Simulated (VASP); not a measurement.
Runs of VASP 6.6.1 on Ge. The structure is that of space group Im-3m (No. 229), or close to it. The cells are those of the table. 

```csv
task,cell,cutoff (eV),gap on the mesh (eV),pressure (GPa)
single point,"a = 2.149 Å, angles 109.5°, 1 atom",520,none,467.2
relaxation of cell and atoms,"relaxed to 460 GPa from a = 2.149 Å, angles 109.5°, 1 atom",600,none,460.1
single point,"a = 2.150 Å, angles 109.5°, 1 atom",500,none,(a)
relaxation of cell and atoms,"relaxed to 460 GPa from a = 2.150 Å, angles 109.5°, 1 atom",600,none,460.0
single point,"a = 2.853 Å, angles 109.5°, 1 atom",520,none,0.2
```

Alike in all rows: level LDA; potentials or basis VASP PAW LDA potentials, release 64 (Ge_d); no spin polarisation; k mesh 21 × 21 × 21; smearing fermi-dirac 0.1 eV.

Task: Estimate the missing entries.

Result: (a) 463.5.

Caveats: the cell is relaxed towards a set pressure, so the enthalpy falls and the energy may rise (some runs).

A k mesh can miss the band edges, and the runs leave out spin-orbit coupling on Ge.

A gap of «none» marks levels without a gap at the run's occupations.
